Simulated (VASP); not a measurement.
# KF (Pm-3m) in VASP: settings compared, part 2 of 2

VASP 6.6.1.

### 5 Single point, RPBE

File INCAR:

```
ALGO     = Normal         # electronic algorithm
EDIFF    = 1E-6           # SCF threshold, eV
ENCUT    = 520            # plane-wave cutoff, eV
GGA      = RP             # functional
ISIF     = 2              # what is computed and relaxed
ISMEAR   = 0              # smearing method
LASPH    = T              # aspherical terms in the spheres
LCHARG   = F              # write CHGCAR
LREAL    = F              # projectors in reciprocal space
LWAVE    = F              # write WAVECAR
NBANDS   = 15             # bands
NELM     = 100            # most SCF steps
PREC     = Accurate       # precision mode
SIGMA    = 0.05           # smearing width, eV
```

File KPOINTS:

```
k-points
0
Gamma
  8 8 8
```

File POSCAR:

```
KF
1.0
    3.2589550000      0.0000000000      0.0000000000
    0.0000000000      3.2589550000      0.0000000000
    0.0000000000      0.0000000000      3.2589550000
K F
1 1
Direct
    0.0000000000      0.0000000000      0.0000000000
    0.5000000000      0.5000000000      0.5000000000
```

Potentials or basis: VASP PAW PBE potentials, release 64 (K_sv, F).

Command:

```console
$ cat potpaw_PBE.64/K_sv/POTCAR potpaw_PBE.64/F/POTCAR > POTCAR
$ mpirun -np 1 vasp_std > vasp.out
```

OUTCAR:

```text
EDIFF = 1E-6
   ENCUT = 520
   GGA = RP
   ISIF = 2
   ISMEAR = 0
   LASPH = T
   LREAL = F
   NELM = 100
   PREC = Accurate

 ion  position               nearest neighbor table
   1  0.000  0.000  0.000-   2 2.82   2 2.82   2 2.82   2 2.82   2 2.82   2 2.82   2 2.82   2 2.82

   2  0.500  0.500  0.500-   1 2.82   1 2.82   1 2.82   1 2.82   1 2.82   1 2.82   1 2.82   1 2.82

  LATTYP: Found a simple cubic cell.
 ALAT       =     3.2589550000

  Lattice vectors:

 A1 = (   3.2589550000,   0.0000000000,   0.0000000000)
 A2 = (   0.0000000000,   3.2589550000,   0.0000000000)
 A3 = (   0.0000000000,   0.0000000000,   3.2589550000)

Analysis of symmetry for initial positions (statically):
=====================================================================
 Subroutine PRICEL returns:
 Original cell was already a primitive cell.

 Routine SETGRP: Setting up the symmetry group for a
 simple cubic supercell.

 Subroutine GETGRP returns: Found 48 space group operations
 (whereof 48 operations were pure point group operations)
 out of a pool of 48 trial point group operations.

The static configuration has the point symmetry O_h .

Analysis of symmetry for dynamics (positions and initial velocities):
=====================================================================
 Subroutine PRICEL returns:
 Original cell was already a primitive cell.

 Routine SETGRP: Setting up the symmetry group for a
 simple cubic supercell.

 Subroutine GETGRP returns: Found 48 space group operations
 (whereof 48 operations were pure point group operations)
 out of a pool of 48 trial point group operations.

The dynamic configuration has the point symmetry O_h .

 Subroutine INISYM returns: Found 48 space group operations
 (whereof 48 operations are pure point group operations),
 and found     1 'primitive' translations

----------------------------------------------------------------------------------------

                                     Primitive cell

  volume of cell :      34.6127

  direct lattice vectors                    reciprocal lattice vectors
     3.258955000  0.000000000  0.000000000     0.306846827  0.000000000  0.000000000
     0.000000000  3.258955000  0.000000000     0.000000000  0.306846827  0.000000000
     0.000000000  0.000000000  3.258955000     0.000000000  0.000000000  0.306846827

  length of vectors
     3.258955000  3.258955000  3.258955000     0.306846827  0.306846827  0.306846827

  position of ions in fractional coordinates (direct lattice)
     0.000000000  0.000000000  0.000000000
     0.500000000  0.500000000  0.500000000

  ion indices of the primitive-cell ions
   primitive index   ion index
                 1           1
                 2           2

----------------------------------------------------------------------------------------

 KPOINTS: k-points

Automatic generation of k-mesh.
 Grid dimensions read from file:
 generate k-points for:    8    8    8

 Generating k-lattice:

  Cartesian coordinates                     Fractional coordinates (reciprocal lattice)
     0.038355853  0.000000000  0.000000000     0.125000000  0.000000000  0.000000000
     0.000000000  0.038355853  0.000000000     0.000000000  0.125000000  0.000000000
     0.000000000  0.000000000  0.038355853     0.000000000  0.000000000  0.125000000

  Length of vectors
     0.038355853  0.038355853  0.038355853

  Shift w.r.t. Gamma in fractional coordinates (k-lattice)
     0.000000000  0.000000000  0.000000000

 Subroutine IBZKPT returns following result:
 ===========================================

 Found     35 irreducible k-points:

 Following reciprocal coordinates:
            Coordinates               Weight
  0.000000  0.000000  0.000000      1.000000
  0.125000  0.000000  0.000000      6.000000
  0.250000  0.000000  0.000000      6.000000
  0.375000  0.000000  0.000000      6.000000
  0.500000  0.000000  0.000000      3.000000
  0.125000  0.125000  0.000000     12.000000
[... 16 lines left out ...]
  0.375000  0.375000  0.125000     24.000000
  0.500000  0.375000  0.125000     24.000000
 [... further k-points ...]
   k-points           NKPTS =     35   k-points in BZ     NKDIM =     35   number of bands    NBANDS=     15
   number of dos      NEDOS =    301   number of ions     NIONS =      2
   total plane-waves  NPLWV =  13824
   dimension x,y,z NGX =    24 NGY =   24 NGZ =   24
   dimension x,y,z NGXF=    48 NGYF=   48 NGZF=   48
   ions per type =               1   1
   NGX,Y,Z   is equivalent  to a cutoff of  12.24, 12.24, 12.24 a.u.
   NGXF,Y,Z  is equivalent  to a cutoff of  24.49, 24.49, 24.49 a.u.
 SYSTEM =  unknown system
   PREC   = accura    normal or accurate (medium, high low for compatibility)
   ISTART =      0    job   : 0-new  1-cont  2-samecut
   ICHARG =      2    charge: 1-file 2-atom 10-const
   ISPIN  =      1    spin polarized calculation?
   LNONCOLLINEAR =      F non collinear calculations
   LSORBIT =      F    spin-orbit coupling
   LASPH  =      T    aspherical Exc in radial PAW
   ENCUT  =  520.0 eV  38.22 Ry    6.18 a.u.   6.06  6.06  6.06*2*pi/ulx,y,z
   NELM   =    100;   NELMIN=  2; NELMDL= -5     # of ELM steps
   EDIFF  = 0.1E-05   stopping-criterion for ELM
   LREAL  =      F    real-space projection
   EDIFFG = 0.1E-04   stopping-criterion for IOM
   NSW    =      0    number of steps for IOM
   IBRION =     -1    ionic relax: 0-MD 1-quasi-New 2-CG
   NFREE  =      0    steps in history (QN), initial steepest desc. (CG)
   ISIF   =      2    stress and relaxation
   ISYM   =      2    0-nonsym 1-usesym 2-fastsym
   POTIM  = 0.5000    time-step for ionic-motion
   TEBEG  =    0.0;   TEEND  =   0.0 temperature during run
   PSTRESS=    0.0 pullay stress
   NELECT =      16.0000    total number of electrons
   NUPDOWN=      -1.0000    fix difference up-down
   EMIN   =  10.00;   EMAX   =-10.00  energy-range for DOS
   EFERMI =   0.00;   METHOD = LEGACY
   ISMEAR =     0;   SIGMA  =   0.05  broadening in eV -4-tet -1-fermi 0-gaus
   EFERMI_NEDOS =   21; number of points for ismear=-14 and -15
   IALGO  =     38    algorithm
   IMIX   =      4    mixing-type and parameters
     AMIX     =   0.40;   BMIX     =  1.00
     AMIX_MAG =   1.60;   BMIX_MAG =  1.00
  volume/ion in A,a.u.               =      17.31       116.79
  Fermi-wavevector in a.u.,A,eV,Ry     =   1.265814  2.392041 21.800402  1.602284
  Thomas-Fermi vector in A             =   2.399047
   LORBIT       =      0    0 simple, 1 ext, 2 COOP (PROOUT), +10 PAW based schemes
   GGA     = RP    functional components
   LHFCALC =     F    Hartree Fock is set to
   AEXX    =    0.0000 exact exchange contribution
   IVDW    =     0    specifies the selected vdW correction
   LEPSILON=     F    determine dielectric tensor
   LRPA    =     F    only Hartree local field effects (RPA)
 non-spin polarized calculation
 Gauss-broadening in eV      SIGMA  =   0.05
  energy-cutoff  :      520.00
  volume of cell :       34.61
 maximum number of plane-waves:       952
   NGX = 13   NGY = 13   NGZ = 13

 number of electron      15.9999992 magnetization

 Free energy of the ion-electron system (eV)
  ---------------------------------------------------
  ext. energy  EPLUGINS =         0.00000000
  ---------------------------------------------------
  free energy    TOTEN  =        -7.63305298 eV

  energy without entropy =       -7.63305298  energy(sigma->0) =       -7.63305298

 E-fermi :  -1.5728     XC(G=0):  -8.6038

 val. band max:       -1.8040902730   @ k =   0.5000   0.5000   0.0000
 cond. band min:       4.7585401637   @ k =   0.0000   0.0000   0.0000
 fundamental gap:      6.5626304366
 Fermi energy:        -1.5727549809

 k-point     1 :       0.0000    0.0000    0.0000
  band No.  band energies     occupation
      1     -29.0138      2.00000
      2     -20.8241      2.00000
      3     -12.0111      2.00000
      4     -12.0111      2.00000
      5     -12.0111      2.00000
      6      -1.8560      2.00000
      7      -1.8560      2.00000
      8      -1.8560      2.00000
      9       4.7585      0.00000
     10       6.6304      0.00000
     11       6.6304      0.00000
     12      11.9551      0.00000
     13      11.9551      0.00000
     14      11.9551      0.00000
     15      19.3902      0.00000
[... 397 lines left out ...]
 k-point    24 :       0.5000    0.3750    0.1250
  band No.  band energies     occupation
      1     -28.7947      2.00000
      2     -20.7431      2.00000
      3     -12.7145      2.00000
      4     -12.6098      2.00000
      5     -11.9573      2.00000
      6      -2.5197      2.00000
      7      -2.4040      2.00000
      8      -1.9679      2.00000
      9       7.3122      0.00000
     10       7.8981      0.00000
     11       9.8013      0.00000
     12       9.9973      0.00000
     13      11.2781      0.00000
     14      12.7511      0.00000
     15      14.3760      0.00000

 [... further k-points ...]
[... 5 lines left out ...]
  --------------------------------------------------------------------------------------
  -------------------------------------------------------------------------------------
  Total        0.6892618      0.6892618      0.6892618      0.0000000      0.0000000      0.0000000
  in kB       31.9050704     31.9050704     31.9050704      0.0000000      0.0000000      0.0000000
  external PRESSURE =      31.9050704 kB  Pullay stress =       0.0000000 kB

 VOLUME and BASIS-vectors are now :
 -----------------------------------------------------------------------------
  energy-cutoff  :      520.00
  volume of cell :       34.61
      direct lattice vectors                 reciprocal lattice vectors
     3.258955000  0.000000000  0.000000000     0.306846827  0.000000000  0.000000000
     0.000000000  3.258955000  0.000000000     0.000000000  0.306846827  0.000000000
     0.000000000  0.000000000  3.258955000     0.000000000  0.000000000  0.306846827

 POSITION                                       TOTAL-FORCE (eV/Angst)
 -----------------------------------------------------------------------------------
      0.00000      0.00000      0.00000         0.000000      0.000000      0.000000
      1.62948      1.62948      1.62948         0.000000      0.000000      0.000000
 -----------------------------------------------------------------------------------
    total drift:                                0.000000      0.000000     -0.000000

  FREE ENERGIE OF THE ION-ELECTRON SYSTEM (eV)
  ---------------------------------------------------
  free  energy   TOTEN  =        -7.6330529830 eV

  energy  without entropy=       -7.6330529830  energy(sigma->0) =       -7.63305298
```

Run time: 20 s. Hardware: 1 thread of Intel Xeon 8259CL, shared host; peak memory 0.15 GiB.

Results:

```
Free energy            : -7.6331 eV
Pressure               : 3.2 GPa
Band gap on the k mesh : 6.56 eV (least direct gap 6.61 eV)
```

Caveat: the cell stands under pressure; the PAW data sets were made with another functional, which shifts forces and pressure a little.

### 6 Single point, SVWN5 (18.00 Å³/atom)

This run uses another cell than the first one, of 18.00 Å³/atom.

File INCAR:

```
SYSTEM = KF
ALGO = Normal ; EDIFF = 1E-6
ENCUT = 600 ; GGA = VW
GGA_COMPAT = .False. ; ISIF = 2
ISMEAR = -1 ; LASPH = .True.
LCHARG = .False. ; LREAL = .False.
LWAVE = .False. ; NBANDS = 15
NELM = 120 ; PREC = Accurate
SIGMA = 0.01
```

File KPOINTS:

```
k-points
0
Gamma
  8 8 8
  0 0 0
```

File POSCAR:

```
KF
1.0
    3.3018409000      0.0000000000      0.0000000000
    0.0000000000      3.3018409000      0.0000000000
    0.0000000000      0.0000000000      3.3018409000
K F
1 1
Direct
    0.0000000000      0.0000000000      0.0000000000
    0.5000000000      0.5000000000      0.5000000000
```

Potentials or basis: VASP PAW PBE potentials, release 64 (K_sv, F).

Command:

```console
$ cat potpaw_PBE.64/K_sv/POTCAR potpaw_PBE.64/F/POTCAR > POTCAR
$ mpirun -np 1 vasp_std > vasp.out
```

OUTCAR:

```text
SYSTEM = KF
   EDIFF = 1E-6
   ENCUT = 600
   GGA = VW
   ISIF = 2
   ISMEAR = -1
   LASPH = .True.
   LREAL = .False.
   NELM = 120
   PREC = Accurate

 ion  position               nearest neighbor table
   1  0.000  0.000  0.000-
   2  0.500  0.500  0.500-

  LATTYP: Found a simple cubic cell.
 ALAT       =     3.3018409000

  Lattice vectors:

 A1 = (   3.3018409000,   0.0000000000,   0.0000000000)
 A2 = (   0.0000000000,   3.3018409000,   0.0000000000)
 A3 = (   0.0000000000,   0.0000000000,   3.3018409000)

[... 606 lines left out ...]
     10       6.5358      0.00000
     11       8.6657      0.00000
     12       8.8657      0.00000
     13       9.8176      0.00000
     14      10.9358      0.00000
     15      13.2409      0.00000

 [... further k-points ...]
[... 5 lines left out ...]
  --------------------------------------------------------------------------------------
  -------------------------------------------------------------------------------------
  Total       -1.4535285     -1.4535285     -1.4535285      0.0000000      0.0000000     -0.0000000
  in kB      -64.6942542    -64.6942542    -64.6942542      0.0000000      0.0000000     -0.0000000
  external PRESSURE =     -64.6942542 kB  Pullay stress =       0.0000000 kB

 VOLUME and BASIS-vectors are now :
 -----------------------------------------------------------------------------
  energy-cutoff  :      600.00
  volume of cell :       36.00
      direct lattice vectors                 reciprocal lattice vectors
     3.301840900  0.000000000  0.000000000     0.302861352  0.000000000  0.000000000
     0.000000000  3.301840900  0.000000000     0.000000000  0.302861352  0.000000000
     0.000000000  0.000000000  3.301840900     0.000000000  0.000000000  0.302861352

 POSITION                                       TOTAL-FORCE (eV/Angst)
 -----------------------------------------------------------------------------------
      0.00000      0.00000      0.00000         0.000000      0.000000      0.000000
      1.65092      1.65092      1.65092         0.000000      0.000000      0.000000
 -----------------------------------------------------------------------------------
    total drift:                                0.000000      0.000000      0.000000

  FREE ENERGIE OF THE ION-ELECTRON SYSTEM (eV)
  ---------------------------------------------------
  free  energy   TOTEN  =        -8.8526327712 eV

  energy  without entropy=       -8.8526327712  energy(sigma->0) =       -8.85263277
```

stdout:

```text
POSCAR found type information on POSCAR K F
 POSCAR found :  2 types and       2 ions
 scaLAPACK will be used
 -----------------------------------------------------------------------------
|                                                                             |
|                                                                             |
|     You enforced a specific xc type in the INCAR file but a different       |
|     I HOPE YOU KNOW WHAT YOU ARE DOING!                                     |
|                                                                             |
 -----------------------------------------------------------------------------

 LDA part: xc-table for (Slater(with rela. corr.)+VWN5), standard interpolation
 POSCAR, INCAR and KPOINTS ok, starting setup
 FFT: planning ... GRIDC
 FFT: planning ... GRID_SOFT
 FFT: planning ... GRID
 WAVECAR not read
 entering main loop
```

It took 11 s on 1 thread of AMD EPYC 9R45 (Zen 5), shared host; peak memory 0.12 GiB.

Results:

```
Free energy            : -8.8526 eV
Pressure               : -6.5 GPa
Band gap on the k mesh : 5.65 eV (least direct gap 5.71 eV)
```

Levels at points of the mesh, in eV from the valence-band top:
```
           k point  band 6  band 7  band 8  band 9  band 10  band 11
(0.00, 0.00, 0.00)   -0.06   -0.06   -0.06    5.65     8.04     8.04
(0.50, 0.00, 0.00)   -1.22   -0.16   -0.16    8.84     9.06    10.18
(0.50, 0.50, 0.00)   -0.62   -0.62    0.00    8.16     8.60    11.64
(0.50, 0.50, 0.50)   -1.01   -1.01   -1.01   10.11    10.11    10.11
```

Caveat: the cell stands under tension; the PAW data sets were made with another functional, which shifts forces and pressure a little.

### 7 The runs side by side

```tsv
level	cell	k mesh	cutoff (eV)	smearing	gap on the mesh (eV)	pressure (GPa)
PBE	a = 3.259 Å, 2 atoms	5 × 5 × 5	520	fermi-dirac 0.06 eV	6.29	0.0
PBEsol	a = 3.259 Å, 2 atoms	8 × 8 × 8	520	gaussian 0.02 eV	6.10	-2.5
PBE	a = 3.259 Å, 2 atoms	8 × 8 × 8	520	gaussian 0.1 eV	6.26	0.0
RPBE	a = 3.259 Å, 2 atoms	8 × 8 × 8	520	gaussian 0.05 eV	6.56	3.2
SVWN5	a = 3.302 Å, 2 atoms	8 × 8 × 8	600	fermi-dirac 0.01 eV	5.65	-6.5
```

Alike in all rows: task single point; potentials or basis VASP PAW PBE potentials, release 64 (K_sv, F); no spin polarisation.

On the cell as given the gap runs from 6.10 eV (PBEsol) to 6.56 eV (RPBE); the meshes differ, which moves gaps too. The pressure there spans -2.5 GPa (PBEsol) to 3.2 GPa (RPBE); a positive pressure means that this level wants a larger cell, a negative one a smaller.

Caveats: the PAW data sets were made with another functional, which shifts forces and pressure a little (at least some runs); an odd mesh through Γ misses points on the zone boundary, where band edges can lie (at least some runs); the cell stands under pressure (at least some runs); the cell stands under tension (at least some runs).

Absolute energies hang on the potentials; compare differences alone.
